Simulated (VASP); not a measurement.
Cu, 2 atoms in the cell. It takes space group I4/mmm (No. 139, tetragonal). The conventional cell has a = 2.580 Å, b = 2.580 Å, c = 3.472 Å, α = 90.00°, β = 90.00°, γ = 90.00°. Within 3.3 Å of Cu (site symmetry 4/mmm) lie 12 Cu at 2.52 to 2.58 Å.  This cell differs from its parent crystal: biaxial strain in the a-b plane: +2.0 %, then relaxed in part.

| Property | Result |
| --- | --- |
| Program | VASP 6.6.1 |
| Task | single point |
| Functional | r2SCAN |
| Potentials or basis | VASP PAW PBE potentials, release 64 (Cu) |
| Cutoff | 520 eV |
| k mesh | 20 × 20 × 14 |
| Occupations | gaussian, width 0.1 eV |
| Spin | no spin polarisation |
| Dipole correction | no |
| Further INCAR settings | ALGO = Normal; EDIFF = 1e-06; NBANDS = 18 |

Potentials or basis: VASP PAW PBE potentials, release 64 (Cu).

Launch:

```console
$ cat potpaw_PBE.64/Cu/POTCAR > POTCAR
$ cp INCAR.step1 INCAR
$ mpirun -np 1 vasp_std > vasp.out
$ cp INCAR.step2 INCAR
$ mpirun -np 1 vasp_std > vasp.out
```

Hardware: 1 thread of Intel(R) Xeon(R) Platinum 8488C (Sapphire Rapids) (shared host).

Question: How long does it take, and how much memory?

Answer: Run time: 8 min on 1 thread of Intel(R) Xeon(R) Platinum 8488C (Sapphire Rapids) (shared host), peak memory 0.28 GiB. Counts: k points 528.
